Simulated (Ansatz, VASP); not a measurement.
SiO2: VASP beside Ansatz

POSCAR

```
SiO2
1.0
    4.2458863500      0.0000000000      0.0000000000
    0.0000000000      4.2458863500      0.0000000000
    0.0000000000      0.0000000000      2.7074481500
Si O
2 4
Direct
    0.0000000000      0.0000000000      0.0000000000
    0.5000000000      0.5000000000      0.5000000000
    0.3063000000      0.3063000000      0.0000000000
    0.1937000000      0.8063000000      0.5000000000
    0.6937000000      0.6937000000      0.0000000000
    0.8063000000      0.1937000000      0.5000000000
```

The input INCAR.step1:

```
SYSTEM = SiO2
PREC = Accurate
ENCUT = 520
ISMEAR = -1
SIGMA = 0.0185
LREAL = .False.
LASPH = .True.
NELM = 60
NBANDS = 25
GGA = PE
ALGO = Normal
EDIFF = 1E-4
LWAVE = .True.
LCHARG = .False.
```

File INCAR.step2:

```
SYSTEM = SiO2
PREC = Accurate
ENCUT = 520
EDIFF = 1E-7
ISMEAR = -1
SIGMA = 0.0185
LREAL = .False.
LASPH = .True.
NELM = 60
ALGO = Normal
ISIF = 2
LWAVE = .False.
LCHARG = .True.
METAGGA = R2SCAN
LMIXTAU = .True.
LELF = .True.
LVHAR = .True.
NBANDS = 25
ISTART = 1
```

KPOINTS

```
regular mesh
0
Gamma
  6 6 9
  0 0 0
```

Input for Ansatz:

```yaml
crystal:
  lattice:
    - [4.24588635, 0.0, 0.0]
    - [0.0, 4.24588635, 0.0]
    - [0.0, 0.0, 2.70744815]
  atoms:
    - { symbol: Si, position: [0.0, 0.0, 0.0] }
    - { symbol: Si, position: [0.5, 0.5, 0.5] }
    - { symbol: O, position: [0.3063, 0.3063, 0.0] }
    - { symbol: O, position: [0.1937, 0.8063, 0.5] }
    - { symbol: O, position: [0.6937, 0.6937, 0.0] }
    - { symbol: O, position: [0.8063, 0.1937, 0.5] }
  symmetry: { tolerance: 0.0003 }
kpoints:
  mp_grid: { grid: [6, 6, 9], shift: [0, 0, 0] }
  band_path:
    path:
      - [0.0, 0.0, 0.0]
      - [0.0, 0.5, 0.0]
      - [0.5, 0.5, 0.0]
      - [0.0, 0.0, 0.0]
      - [0.0, 0.0, 0.5]
      - [0.0, 0.5, 0.5]
      - [0.5, 0.5, 0.5]
      - [0.0, 0.0, 0.5]
      - [0.0, 0.5, 0.0]
      - [0.0, 0.5, 0.5]
      - [0.5, 0.5, 0.0]
    npoints: 6
magnetization:
  spin_polarized: false
scf:
  occupations: { method: fermi_dirac, width: 0.0185 }
  lower_state_search: "off"
  max_iter: 200
hamiltonian:
  pseudopotentials: { kind: paw }
  xc: r2scan
basis:
  ecutwfc: 500
  fft_grid_basis: typed
output:
  forces: true
  stress: true
  eigenvalues: true
  bader: true
  populations: true
  elf: true
  write_potential: true
  volumetric_format: npy
  dos:
    e_range: [-12, 8]
    de: 0.05
    projected: { site_lists: { O: [O], Si: [Si] } }
checkpoint:
  read: saved_state
```

Alike in both runs: task single point; functional r2SCAN; k mesh 6 × 6 × 9; occupations fermi-dirac, width 0.0185 eV; no spin polarisation.

|  | VASP | Ansatz |
| --- | --- | --- |
| version | VASP 6.6.1 | Ansatz 0.2.0 |
| potentials or method | VASP PAW PBE potentials, release 64 (Si, O), cutoff 520 eV | PAW plane waves |
| valence electrons in the cell | 32 | 32 |

```tsv
	VASP	Ansatz	Ansatz less VASP
gap on the k mesh at the Fermi level (eV)	5.73	5.74	+0.007
pressure (GPa)	-12.9	-13.2	-0.34
traceless stress, the component that is largest in VASP (GPa)	-1.52	-2.05	-0.539
rms of the force components (eV/Å)	0.110	0.119	+0.0092
```

VASP's potentials were made for PBE, not for r2SCAN. Atom by atom the forces differ by 0.009 eV/Å (rms over components).
